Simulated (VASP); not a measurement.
# BaTe (Fm-3m) in VASP: settings compared

BaTe is run at these levels: r2SCAN, HSE06, PBE-based screened hybrid with 35 % exact exchange, PBE-based screened hybrid with 40 % exact exchange; tasks: single point.

Everything below comes from runs of VASP 6.6.1. Logs are shortened: lines on timing, memory, paths and dates and some standing lists are left out, and cuts for length are marked.

### Step 1. The cell of the first run

Symmetry: Fm-3m, No. 225, cubic system. The conventional cell has a = 7.065 Å, b = 7.065 Å, c = 7.065 Å, α = 90.00°, β = 90.00°, γ = 90.00°. Ba (site symmetry m-3m) has 6 Te at 3.53 Å within 4.6 Å. Within 4.6 Å of Te (site symmetry m-3m) lie 6 Ba at 3.53 Å.

### Step 2. Single point, r2SCAN

Contents of POSCAR:

```
BaTe
1.0
    0.0000000000      3.5323868436      3.5323868436
    3.5323868436      0.0000000000      3.5323868436
    3.5323868436      3.5323868436      0.0000000000
Ba Te
1 1
Direct
    0.0000000000      0.0000000000      0.0000000000
    0.5000000000      0.5000000000      0.5000000000
```

Contents of INCAR.step1:

```
  PREC = Accurate
  ENCUT = 520
  ISMEAR = 0
  SIGMA = 0.01
  LREAL = False
  LASPH = True
  NELM = 80
  NBANDS = 15
  GGA = PE
  ALGO = Normal
  EDIFF = 1E-4
  LWAVE = True
  LCHARG = False
```

Contents of INCAR.step2:

```
  PREC = Accurate
  ENCUT = 520
  EDIFF = 1E-6
  ISMEAR = 0
  SIGMA = 0.01
  LREAL = False
  LASPH = True
  NELM = 80
  ALGO = Normal
  ISIF = 2
  LWAVE = False
  LCHARG = False
  METAGGA = R2SCAN
  LMIXTAU = True
  NBANDS = 15
  ISTART = 1
```

Contents of KPOINTS:

```
Automatic mesh
0
Gamma
  4 4 4
```

Potentials or basis: VASP PAW PBE potentials, release 64 (Ba_sv, Te).

Command:

```bash
cat potpaw_PBE.64/Ba_sv/POTCAR potpaw_PBE.64/Te/POTCAR > POTCAR
cp INCAR.step1 INCAR
mpirun -np 1 vasp_std > vasp.out
cp INCAR.step2 INCAR
mpirun -np 1 vasp_std > vasp.out
```

OUTCAR:

```text
PREC = Accurate
   ENCUT = 520
   EDIFF = 1E-6
   ISMEAR = 0
   LREAL = False
   LASPH = True
   NELM = 80
   ISIF = 2
   METAGGA = R2SCAN
   ISTART = 1

 ion  position               nearest neighbor table
   1  0.000  0.000  0.000-   2 3.53   2 3.53   2 3.53   2 3.53   2 3.53   2 3.53
   2  0.500  0.500  0.500-   1 3.53   1 3.53   1 3.53   1 3.53   1 3.53   1 3.53

  LATTYP: Found a face centered cubic cell.
 ALAT       =     7.0647736872

  Lattice vectors:

 A1 = (   0.0000000000,   3.5323868436,   3.5323868436)
 A2 = (   3.5323868436,   0.0000000000,   3.5323868436)
 A3 = (   3.5323868436,   3.5323868436,   0.0000000000)

Analysis of symmetry for initial positions (statically):
=====================================================================
 Subroutine PRICEL returns:
 Original cell was already a primitive cell.

 Routine SETGRP: Setting up the symmetry group for a
 face centered cubic supercell.

 Subroutine GETGRP returns: Found 48 space group operations
 (whereof 48 operations were pure point group operations)
 out of a pool of 48 trial point group operations.

The static configuration has the point symmetry O_h .

Analysis of symmetry for dynamics (positions and initial velocities):
=====================================================================
 Subroutine PRICEL returns:
 Original cell was already a primitive cell.

 Routine SETGRP: Setting up the symmetry group for a
 face centered cubic supercell.

 Subroutine GETGRP returns: Found 48 space group operations
 (whereof 48 operations were pure point group operations)
 out of a pool of 48 trial point group operations.

The dynamic configuration has the point symmetry O_h .

 Subroutine INISYM returns: Found 48 space group operations
 (whereof 48 operations are pure point group operations),
 and found     1 'primitive' translations

----------------------------------------------------------------------------------------

                                     Primitive cell

  volume of cell :      88.1525

  direct lattice vectors                    reciprocal lattice vectors
     0.000000000  3.532386844  3.532386844    -0.141547351  0.141547351  0.141547351
     3.532386844  0.000000000  3.532386844     0.141547351 -0.141547351  0.141547351
     3.532386844  3.532386844  0.000000000     0.141547351  0.141547351 -0.141547351

  length of vectors
     4.995549382  4.995549382  4.995549382     0.245167203  0.245167203  0.245167203

  position of ions in fractional coordinates (direct lattice)
     0.000000000  0.000000000  0.000000000
     0.500000000  0.500000000  0.500000000

  ion indices of the primitive-cell ions
   primitive index   ion index
                 1           1
                 2           2
[... 69 lines left out ...]
   EFERMI =   0.00;   METHOD = LEGACY
   ISMEAR =     0;   SIGMA  =   0.01  broadening in eV -4-tet -1-fermi 0-gaus
   EFERMI_NEDOS =   21; number of points for ismear=-14 and -15
   IALGO  =     38    algorithm
   IMIX   =      4    mixing-type and parameters
     AMIX     =   0.40;   BMIX     =  1.00
     AMIX_MAG =   1.60;   BMIX_MAG =  1.00
  volume/ion in A,a.u.               =      44.08       297.44
  Fermi-wavevector in a.u.,A,eV,Ry     =   0.926908  1.751602 11.689557  0.859158
  Thomas-Fermi vector in A             =   2.052921
   LORBIT       =      0    0 simple, 1 ext, 2 COOP (PROOUT), +10 PAW based schemes
   METAGGA = R2SCAN    functional components
   LHFCALC =     F    Hartree Fock is set to
   AEXX    =    0.0000 exact exchange contribution
   IVDW    =     0    specifies the selected vdW correction
   LEPSILON=     F    determine dielectric tensor
   LRPA    =     F    only Hartree local field effects (RPA)
 non-spin polarized calculation
 Gauss-broadening in eV      SIGMA  =   0.01
  energy-cutoff  :      520.00
  volume of cell :       88.15
 maximum number of plane-waves:      2421
 NGX is ok and might be reduce to    40
   NGX = 19   NGY = 19   NGZ = 19

 number of electron      16.0000000 magnetization

 Free energy of the ion-electron system (eV)
  ---------------------------------------------------
  ext. energy  EPLUGINS =         0.00000000
  ---------------------------------------------------
  free energy    TOTEN  =       -56.02199024 eV

  energy without entropy =      -56.02199024  energy(sigma->0) =      -56.02199024

 E-fermi :   1.9841     XC(G=0):  -8.5126

 val. band max:        1.8985717290   @ k =   0.0000   0.0000   0.0000
 cond. band min:       3.8250479490   @ k =   0.5000   0.5000   0.0000
 fundamental gap:      1.9264762200
 Fermi energy:         1.9840936968

 k-point     1 :       0.0000    0.0000    0.0000
  band No.  band energies     occupation
      1     -25.9940      2.00000
      2     -10.7155      2.00000
      3     -10.7155      2.00000
      4     -10.7155      2.00000
      5      -7.8532      2.00000
      6       1.8986      2.00000
      7       1.8986      2.00000
      8       1.8986      2.00000
      9       5.2510      0.00000
     10       5.2510      0.00000
     11       5.2510      0.00000
     12       5.3638      0.00000
     13       5.9099      0.00000
     14       5.9099      0.00000
[... 113 lines left out ...]
      2     -10.8507      2.00000
      3     -10.8465      2.00000
      4     -10.8465      2.00000
      5      -7.4555      2.00000
      6       0.6778      2.00000
      7       0.9671      2.00000
      8       0.9671      2.00000
      9       5.8157      0.00000
     10       5.8157      0.00000
     11       7.2464      0.00000
     12       7.5268      0.00000
     13       8.0728      0.00000
     14      10.5668      0.00000
     15      10.6398      0.00000

------------------------ aborting loop because EDIFF is reached ----------------------------------------

  FORCE on cell =-STRESS in cart. coord.  units (eV):
  Direction    XX          YY          ZZ          XY          YZ          ZX
  --------------------------------------------------------------------------------------
  -------------------------------------------------------------------------------------
  Total        0.1844059      0.1844059      0.1844059     -0.0000000     -0.0000000      0.0000000
  in kB        3.3515881      3.3515881      3.3515881     -0.0000000     -0.0000000      0.0000000
  external PRESSURE =       3.3515881 kB  Pullay stress =       0.0000000 kB

 VOLUME and BASIS-vectors are now :
 -----------------------------------------------------------------------------
  energy-cutoff  :      520.00
  volume of cell :       88.15
      direct lattice vectors                 reciprocal lattice vectors
     0.000000000  3.532386844  3.532386844    -0.141547351  0.141547351  0.141547351
     3.532386844  0.000000000  3.532386844     0.141547351 -0.141547351  0.141547351
     3.532386844  3.532386844  0.000000000     0.141547351  0.141547351 -0.141547351

 POSITION                                       TOTAL-FORCE (eV/Angst)
 -----------------------------------------------------------------------------------
      0.00000      0.00000      0.00000         0.000000      0.000000      0.000000
      3.53239      3.53239      3.53239        -0.000000      0.000000     -0.000000
 -----------------------------------------------------------------------------------
    total drift:                                0.000000     -0.000000     -0.000000

  FREE ENERGIE OF THE ION-ELECTRON SYSTEM (eV)
  ---------------------------------------------------
  free  energy   TOTEN  =       -56.0219902408 eV

  energy  without entropy=      -56.0219902408  energy(sigma->0) =      -56.02199024
```

OUTCAR.step1:

```text
PREC = Accurate
   ENCUT = 520
   ISMEAR = 0
   LREAL = False
   LASPH = True
[... 347 lines left out ...]
      0.00000      0.00000      0.00000        -0.000000      0.000000      0.000000
      3.53239      3.53239      3.53239         0.000000     -0.000000     -0.000000
 -----------------------------------------------------------------------------------
    total drift:                                0.000000     -0.000000     -0.000000

  FREE ENERGIE OF THE ION-ELECTRON SYSTEM (eV)
  ---------------------------------------------------
  free  energy   TOTEN  =        -8.6198123443 eV

  energy  without entropy=       -8.6198123443  energy(sigma->0) =       -8.61981234
```

OSZICAR.step1:

```text
N       E                     dE             d eps       ncg     rms          rms(c)
DAV:   1     0.857047850433E+02    0.85705E+02   -0.61341E+03   240   0.881E+02
DAV:   2    -0.342462634175E+01   -0.89129E+02   -0.82620E+02   340   0.162E+02
DAV:   3    -0.860989395378E+01   -0.51853E+01   -0.51384E+01   303   0.413E+01
DAV:   4    -0.872567872651E+01   -0.11578E+00   -0.11572E+00   313   0.647E+00
DAV:   5    -0.872894889366E+01   -0.32702E-02   -0.32701E-02   341   0.866E-01    0.359E+00
DAV:   6    -0.860981629913E+01    0.11913E+00   -0.13443E-01   289   0.184E+00    0.235E+00
DAV:   7    -0.861203003158E+01   -0.22137E-02   -0.11252E-01   304   0.186E+00    0.828E-01
DAV:   8    -0.861919942243E+01   -0.71694E-02   -0.15002E-02   254   0.827E-01    0.200E-01
DAV:   9    -0.861957638414E+01   -0.37696E-03   -0.80958E-04   303   0.186E-01    0.689E-02
DAV:  10    -0.861979814365E+01   -0.22176E-03   -0.38282E-04   268   0.131E-01    0.238E-02
DAV:  11    -0.861981234427E+01   -0.14201E-04   -0.45220E-05   226   0.381E-02
   1 F= -.86198123E+01 E0= -.86198123E+01  d E =-.470071E-51
```

Run time: 92 s. Hardware: 1 thread of Oxide Virtual Turin-like, shared host; peak memory 0.22 GiB.

What came out:

* Free energy: -56.0220 eV
* Pressure: 0.3 GPa
* Band gap on the k mesh: 1.93 eV (least direct gap 2.31 eV)

Caveat: the PAW data sets were made with another functional, which shifts forces and pressure a little; spin-orbit coupling is left out, which moves the levels of the heavy elements.

### Step 3. Single point, r2SCAN

POSCAR is that of step 2.

Contents of INCAR.step1:

```
PREC = Accurate
ENCUT = 520
ISMEAR = 0
SIGMA = 0.2
LREAL = False
LASPH = True
NELM = 60
NBANDS = 15
GGA = PE
ALGO = Normal
EDIFF = 1E-4
LWAVE = True
LCHARG = False
```

Contents of INCAR.step2:

```
PREC = Accurate
ENCUT = 520
EDIFF = 1E-6
ISMEAR = 0
SIGMA = 0.2
LREAL = False
LASPH = True
NELM = 60
ALGO = Normal
ISIF = 2
LWAVE = False
LCHARG = False
METAGGA = R2SCAN
LMIXTAU = True
NBANDS = 15
ISTART = 1
```

Contents of KPOINTS:

```
regular mesh
0
Gamma
  4 4 4
```

Potentials or basis: VASP PAW PBE potentials, release 64 (Ba_sv, Te).

Command:

```bash
cat potpaw_PBE.64/Ba_sv/POTCAR potpaw_PBE.64/Te/POTCAR > POTCAR
cp INCAR.step1 INCAR
mpirun -np 1 vasp_std > vasp.out
cp INCAR.step2 INCAR
mpirun -np 1 vasp_std > vasp.out
```

It took 94 s on 1 thread of Oxide Virtual Turin-like, shared host; peak memory 0.22 GiB.

It converged, with:

| Item | Value |
| --- | --- |
| Free energy | -56.0220 eV |
| Pressure | 0.3 GPa |
| Band gap on the k mesh | 1.93 eV (least direct gap 2.31 eV) |

Levels at points of the mesh, in eV from the valence-band top:
```tsv
k point	band 5	band 6	band 7	band 8	band 9	band 10	band 11	band 12
(0.00, 0.00, 0.00)	-9.75	0.00	0.00	0.00	3.35	3.35	3.35	3.47
(0.50, 0.00, 0.00)	-9.05	-2.15	-1.07	-1.07	4.60	5.19	5.34	5.34
(0.50, 0.50, 0.00)	-9.54	-1.14	-0.39	-0.39	1.93	4.89	5.23	6.09
```

Caveat: the PAW data sets were made with another functional, which shifts forces and pressure a little; spin-orbit coupling is left out, which moves the levels of the heavy elements. A k mesh can miss the band edges.

### Step 4. Single point, HSE06

POSCAR is that of step 3.

Contents of INCAR.step1:

```
PREC = Accurate
ENCUT = 520
EDIFF = 1E-5
ISMEAR = 0
SIGMA = 0.01
LREAL = False
LASPH = True
NELM = 60
ALGO = Normal
ISIF = 2
LWAVE = True
LCHARG = False
NBANDS = 15
GGA = PE
```

Contents of INCAR.step2:

```
PREC = Accurate
ENCUT = 520
EDIFF = 1E-7
ISMEAR = 0
SIGMA = 0.01
LREAL = False
LASPH = True
NELM = 60
ALGO = Normal
ISIF = 2
LWAVE = False
LCHARG = False
GGA = PE
LHFCALC = True
HFSCREEN = 0.2079
PRECFOCK = Normal
NBANDS = 15
ISTART = 1
```

Contents of KPOINTS:

```
Automatic mesh
0
Gamma
  4 4 4
```

Command:

```bash
cat potpaw_PBE.64/Ba_sv/POTCAR potpaw_PBE.64/Te/POTCAR > POTCAR
cp INCAR.step1 INCAR
mpirun -np 1 vasp_std > vasp.out
cp INCAR.step2 INCAR
mpirun -np 1 vasp_std > vasp.out
```

It took 16 min on 1 thread of Oxide Virtual Turin-like, shared host; peak memory 0.33 GiB.

Results (log left out):

```
Free energy            : -9.8006 eV
Pressure               : 0.0 GPa
Band gap on the k mesh : 2.30 eV (least direct gap 2.73 eV)
```

Levels at points of the mesh, in eV from the valence-band top:
| k point | band 4 | band 5 | band 6 | band 7 | band 8 | band 9 | band 10 | band 11 | band 12 | band 13 |
| --- | --- | --- | --- | --- | --- | --- | --- | --- | --- | --- |
| (0.00, 0.00, 0.00) | -13.09 | -10.33 | 0.00 | 0.00 | 0.00 | 3.54 | 3.79 | 3.79 | 3.79 | 4.39 |
| (0.50, 0.00, 0.00) | -13.09 | -9.55 | -2.32 | -1.13 | -1.13 | 4.88 | 5.68 | 5.87 | 5.87 | 7.77 |
| (0.50, 0.50, 0.00) | -13.17 | -10.09 | -1.25 | -0.43 | -0.43 | 2.30 | 5.32 | 5.38 | 6.48 | 6.75 |

Caveat: the PAW data sets were made with another functional, which shifts forces and pressure a little; spin-orbit coupling is left out, which moves the levels of the heavy elements.

### Step 5. Single point, PBE-based screened hybrid with 35 % exact exchange

POSCAR is that of step 4.

Contents of INCAR.step1:

```
ALGO     = Normal         # electronic algorithm
EDIFF    = 1E-5           # SCF threshold, eV
ENCUT    = 520            # plane-wave cutoff, eV
GGA      = PE             # functional
ISIF     = 2              # what is computed and relaxed
ISMEAR   = 0              # smearing method
LASPH    = True           # aspherical terms in the spheres
LREAL    = False          # projectors in reciprocal space
LWAVE    = True           # write WAVECAR
NBANDS   = 15             # bands
NELM     = 80             # most SCF steps
PREC     = Accurate       # precision mode
SIGMA    = 0.01           # smearing width, eV
```

Contents of INCAR.step2:

```
AEXX     = 0.35           # exact-exchange fraction
ALGO     = Normal         # electronic algorithm
EDIFF    = 1E-7           # SCF threshold, eV
ENCUT    = 520            # plane-wave cutoff, eV
GGA      = PE             # functional
HFSCREEN = 0.2078         # screening, 1/A
ISIF     = 2              # what is computed and relaxed
ISMEAR   = 0              # smearing method
ISTART   = 1            
LASPH    = True           # aspherical terms in the spheres
LCHARG   = True           # write CHGCAR
LELF     = True           # ELF
LHFCALC  = True           # exact exchange
LREAL    = False          # projectors in reciprocal space
LVHAR    = True         
LWAVE    = False          # write WAVECAR
NBANDS   = 15             # bands
NELM     = 80             # most SCF steps
PREC     = Accurate       # precision mode
PRECFOCK = Normal       
SIGMA    = 0.01           # smearing width, eV
```

Contents of KPOINTS:

```
k-points
0
Gamma
  4 4 4
```

Command:

```bash
cat potpaw_PBE.64/Ba_sv/POTCAR potpaw_PBE.64/Te/POTCAR > POTCAR
cp INCAR.step1 INCAR
mpirun -np 1 vasp_std > vasp.out
cp INCAR.step2 INCAR
mpirun -np 1 vasp_std > vasp.out
```

It took 14 min on 1 thread of Oxide Virtual Turin-like, shared host; peak memory 0.33 GiB.

The run converged. Its results:

* Free energy: -10.3466 eV
* Pressure: -0.2 GPa
* Band gap on the k mesh: 2.61 eV (least direct gap 3.05 eV)

Levels at points of the mesh, in eV from the valence-band top:
| k point | band 6 | band 7 | band 8 | band 9 | band 10 | band 11 |
| --- | --- | --- | --- | --- | --- | --- |
| (0.00, 0.00, 0.00) | 0.00 | 0.00 | 0.00 | 3.85 | 4.15 | 4.15 |
| (0.50, 0.00, 0.00) | -2.38 | -1.15 | -1.15 | 5.18 | 6.09 | 6.31 |
| (0.50, 0.50, 0.00) | -1.30 | -0.44 | -0.44 | 2.61 | 5.72 | 5.74 |

Caveat: the PAW data sets were made with another functional, which shifts forces and pressure a little; spin-orbit coupling is left out, which moves the levels of the heavy elements. A k mesh can miss the band edges.

### Step 6. Single point, PBE-based screened hybrid with 40 % exact exchange

POSCAR is that of step 5.

Contents of INCAR.step1:

```
SYSTEM = BaTe
PREC = Accurate
ENCUT = 520
EDIFF = 1E-5
ISMEAR = 0
SIGMA = 0.01
LREAL = .False.
LASPH = .True.
NELM = 100
ALGO = Normal
ISIF = 2
LWAVE = .True.
LCHARG = .False.
NBANDS = 15
GGA = PE
```

Contents of INCAR.step2:

```
SYSTEM = BaTe
PREC = Accurate
ENCUT = 520
EDIFF = 1E-6
ISMEAR = 0
SIGMA = 0.01
LREAL = .False.
LASPH = .True.
NELM = 100
ALGO = Normal
ISIF = 2
LWAVE = .False.
LCHARG = .False.
GGA = PE
LHFCALC = .True.
AEXX = 0.4
HFSCREEN = 0.5
PRECFOCK = Normal
NBANDS = 15
ISTART = 1
```

Contents of KPOINTS:

```
regular mesh
0
Gamma
  4 4 4
  0 0 0
```

Potentials or basis: VASP PAW PBE potentials, release 64 (Ba_sv, Te).

Command:

```bash
cat potpaw_PBE.64/Ba_sv/POTCAR potpaw_PBE.64/Te/POTCAR > POTCAR
cp INCAR.step1 INCAR
mpirun -np 1 vasp_std > vasp.out
cp INCAR.step2 INCAR
mpirun -np 1 vasp_std > vasp.out
```

It took 11 min on 1 thread of Oxide Virtual Turin-like, shared host; peak memory 0.33 GiB.

It converged, with:

* Free energy: -9.6829 eV
* Pressure: 0.0 GPa
* Band gap on the k mesh: 2.08 eV (least direct gap 2.48 eV)

Levels at points of the mesh, in eV from the valence-band top:
| k point | band 6 | band 7 | band 8 | band 9 | band 10 | band 11 |
| --- | --- | --- | --- | --- | --- | --- |
| (0.00, 0.00, 0.00) | 0.00 | 0.00 | 0.00 | 3.31 | 3.53 | 3.53 |
| (0.50, 0.00, 0.00) | -2.23 | -1.10 | -1.10 | 4.66 | 5.41 | 5.60 |
| (0.50, 0.50, 0.00) | -1.18 | -0.41 | -0.41 | 2.08 | 5.08 | 5.13 |

Caveat: the PAW data sets were made with another functional, which shifts forces and pressure a little; spin-orbit coupling is left out, which moves the levels of the heavy elements.

### Step 7. The runs side by side

| level | smearing | grid for exact exchange (PRECFOCK) | share of exact exchange | screening parameter | gap on the mesh (eV) | pressure (GPa) |
| --- | --- | --- | --- | --- | --- | --- |
| r2SCAN | gaussian 0.01 eV | - | - | - | 1.93 | 0.3 |
| r2SCAN | gaussian 0.2 eV | - | - | - | 1.93 | 0.3 |
| HSE06 | gaussian 0.01 eV | Normal | 0.25 | 0.2079 1/Å | 2.30 | 0.0 |
| PBE-based screened hybrid with 35 % exact exchange | gaussian 0.01 eV | Normal | 0.35 | 0.2078 1/Å | 2.61 | -0.2 |
| PBE-based screened hybrid with 40 % exact exchange | gaussian 0.01 eV | Normal | 0.4 | 0.5 1/Å | 2.08 | 0.0 |

Alike in all rows: task single point; potentials or basis VASP PAW PBE potentials, release 64 (Ba_sv, Te); no spin polarisation; cell as given; k mesh 4 × 4 × 4; cutoff (eV) 520.

On the cell as given the gap runs from 1.93 eV (r2SCAN) to 2.61 eV (PBE-based screened hybrid with 35 % exact exchange). The pressure there spans -0.2 GPa (PBE-based screened hybrid with 35 % exact exchange) to 0.3 GPa (r2SCAN); a positive pressure means that this level wants a larger cell, a negative one a smaller.

Caveats: the PAW data sets were made with another functional, which shifts forces and pressure a little; spin-orbit coupling is left out, which moves the levels of the heavy elements.

Absolute energies hang on the potentials; compare differences alone.
